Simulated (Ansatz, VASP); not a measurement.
SnSe2: VASP beside Ansatz

```
Sn Se
1.0
     3.61405    0.00000    0.00000
    -1.80703    3.12986    0.00000
     0.00000    0.00000    6.78502
Sn Se
1 2
Direct
  0.00000 0.00000 0.00000
  0.33333 0.66667 0.26513
  0.66667 0.33333 0.73487
```

Alike in both runs: task single point; functional PBE; dispersion D3(BJ); k mesh 12 × 12 × 6; occupations gaussian, width 0.03 eV; no spin polarisation.

```csv
,VASP,Ansatz
version,VASP 6.6.1,Ansatz 0.2.0
potentials or method,"VASP PAW PBE potentials, release 64 (Sn_d, Se), cutoff 500 eV","scalar-relativistic, plane waves, PAW"
valence electrons in the cell,26,46
```

|  | VASP | Ansatz | Ansatz less VASP |
| --- | --- | --- | --- |
| gap on the k mesh at the Fermi level (eV) | none | none | - |
| pressure (GPa) | 0.3 | 0.2 | -0.07 |
| traceless stress, the component that is largest in VASP (GPa) | -9.74 | -9.77 | -0.033 |
| rms of the force components (eV/Å) | 0.494 | 0.500 | +0.0066 |

Atom by atom the forces differ by 0.007 eV/Å (rms over components). A gap of «none» marks a metal or a gap that the smearing closes. VASP's potentials hold 26 valence electrons a cell and Ansatz's 46, so a difference there can come from the potentials and not from the codes.
